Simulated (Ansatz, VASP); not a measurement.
# One calculation of CuO, two programs

```
Cu O
1.0
     3.17550    0.00000    0.00000
     0.00000    3.17550    0.00000
     0.00000    0.00000    4.64953
Cu O
2 2
Direct
  0.00000 0.00000 0.00000
  0.50000 0.50000 0.00000
  0.50000 0.00000 0.26700
  0.00000 0.50000 0.73300
```

Alike in both runs: task single point; functional PBE; k mesh 6 × 6 × 4; occupations gaussian, width 0.05 eV; collinear spin; Hubbard terms Cu d U = 2.0 eV.

|  | VASP | Ansatz |
| --- | --- | --- |
| version | VASP 6.6.1 | Ansatz 0.2.0 |
| potentials or method | VASP PAW PBE potentials, release 64 (Cu, O), cutoff 520 eV | scalar-relativistic, plane waves, PAW |
| valence electrons in the cell | 34 | 50 |

|  | VASP | Ansatz | Ansatz less VASP |
| --- | --- | --- | --- |
| gap on the k mesh at the Fermi level (eV) | none | none | - |
| pressure (GPa) | 16.4 | 18.7 | +2.33 |
| traceless stress, the component that is largest in VASP (GPa) | -23.54 | -23.48 | +0.060 |
| rms of the force components (eV/Å) | 0.337 | 0.230 | -0.1065 |
| net moment per atom (μB) | 0.50 | 0.50 | 0.000 |
| size of the moment on the site where the two differ most (μB) | 0.50 | 0.54 | +0.042 |

Site moments also hang on the region over which each program counts them. The programs project onto different local orbitals, so the same U acts differently, and such runs can settle in different states. Atom by atom the forces differ by 0.107 eV/Å (rms over components). A gap of «none» marks a metal or a gap that the smearing closes. VASP's potentials hold 34 valence electrons a cell and Ansatz's 50, so a difference there can come from the potentials and not from the codes. Ansatz's warnings: filled band counts differ across k points.
